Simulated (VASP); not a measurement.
Crystal: Ge3N.

```xyz
4
Lattice="2.7116 1.5655 2.8586 -2.7116 1.5655 2.8586 0.0000 -3.1311 2.8586" Properties=species:S:1:pos:R:3 pbc="T T T"
Ge    0.0000    1.5655    2.8586
Ge   -1.3558   -0.7828    2.8586
Ge    1.3558   -0.7828    2.8586
N     0.0000    0.0000    4.2879
```

The cell was built from a structure type or drawn by symmetry, and may not be a known phase.

| Property | Result |
| --- | --- |
| Program | VASP 6.6.1 |
| Task | relaxation of cell and atoms |
| Functional | PBE |
| Potentials or basis | VASP PAW PBE potentials, release 64 (Ge_d, N) |
| Cutoff | 600 eV |
| k mesh | 6 × 6 × 6 |
| Occupations | gaussian, width 0.1 eV |
| Spin | no spin polarisation |

At the start: pressure 9.0 GPa; volume 18.20 Å³/atom.

Question: Where does the relaxation end?

Answer: Over 11 steps the energy falls by 156.0 meV/atom and the volume is 19.93 Å³/atom (+9.5 %); space group R-3m (No. 166, to 0.1 Å) before and after.

The path:
```csv
step,energy change (eV),largest force (eV/Å),pressure (GPa),volume (Å³)
1,0.0000,0.0000,8.95,72.81
2,-0.3275,0.0000,-1.80,84.01
3,-0.3276,0.0000,-1.53,83.73
4,-0.4709,0.0000,-2.22,83.67
5,-0.5401,0.0000,-1.81,82.44
6,-0.5896,0.0000,-2.60,83.24
7,-0.5945,0.0000,-2.58,83.13
8,-0.6133,0.0000,1.58,77.83
9,-0.6233,0.0000,-0.04,79.73
10,-0.6233,0.0000,-0.19,79.80
11,-0.6239,0.0000,-0.10,79.71
```

Final structure:
```
Ge N
1.0
     2.61292    1.50857    3.37035
    -2.61292    1.50857    3.37035
     0.00000   -3.01714    3.37035
Ge N
3 1
Direct
  0.50000 0.50000 0.00000
  0.00000 0.50000 0.50000
  0.50000 0.00000 0.50000
  0.50000 0.50000 0.50000
```
